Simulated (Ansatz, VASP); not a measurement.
## P: VASP beside Ansatz

The input INCAR:

```
PREC = Accurate ; ENCUT = 520
EDIFF = 1E-7 ; ISMEAR = 0
SIGMA = 0.05 ; LREAL = False
LASPH = True ; NELM = 100
ALGO = Normal ; ISIF = 2
LWAVE = False ; LCHARG = False
GGA = PS ; NBANDS = 18
```

Contents of KPOINTS:

```
Automatic mesh
0
Gamma
  8 1 6
```

Contents of POSCAR:

```
P
1.0
    3.3329836358      0.0000000000      0.0000000000
    0.0000000000     35.3798864548      0.0000000000
    0.0000000000      0.0000000000      4.7710472513
P
4
Direct
    0.0000000000      0.9702614300      0.5921507200
    0.0000000000      0.0297385700      0.4078492800
    0.5000000000      0.0297385700      0.0921507200
    0.5000000000      0.9702614300      0.9078492800
```

Input for Ansatz:

```yaml
crystal:
  lattice:
    - [3.3329836358, 0.0, 0.0]
    - [0.0, 35.3798864548, 0.0]
    - [0.0, 0.0, 4.7710472513]
  atoms:
    - { symbol: P, position: [0.0, 0.97026143, 0.59215072] }
    - { symbol: P, position: [0.0, 0.02973857, 0.40784928] }
    - { symbol: P, position: [0.5, 0.02973857, 0.09215072] }
    - { symbol: P, position: [0.5, 0.97026143, 0.90784928] }
basis:
  ecutwfc: 420
kpoints:
  mp_grid: { grid: [8, 1, 6] }
hamiltonian:
  xc: pbesol
scf:
  occupations: { method: gaussian, width: 0.05 }
output:
  forces: true
  stress: true
  eigenvalues: true
```

Change from the starting cell: strain +0.015 along x and y, +0.030 along z, atoms carried along.

Alike in both runs: task single point; functional PBEsol; k mesh 8 × 1 × 6; occupations gaussian, width 0.05 eV; no spin polarisation.

```csv
,VASP,Ansatz
version,VASP 6.6.1,Ansatz 0.2.0
potentials or method,"VASP PAW PBE potentials, release 64 (P), cutoff 520 eV","scalar-relativistic, plane waves, PAW"
valence electrons in the cell,20,20
```

Ansatz gave:

- gap on the k mesh at the Fermi level (eV): 0.99
- least direct gap on the mesh (eV): 0.99
- rms of the force components (eV/Å): 0.181

Q: What did VASP give for the same quantities?

A: gap on the k mesh at the Fermi level (eV): 1.01; least direct gap on the mesh (eV): 1.01; rms of the force components (eV/Å): 0.192.

VASP's potentials were made for PBE, not for PBEsol. Atom by atom the forces differ by 0.011 eV/Å (rms over components). With one functional, cell and mesh, what is left measures potentials, basis and numerics.
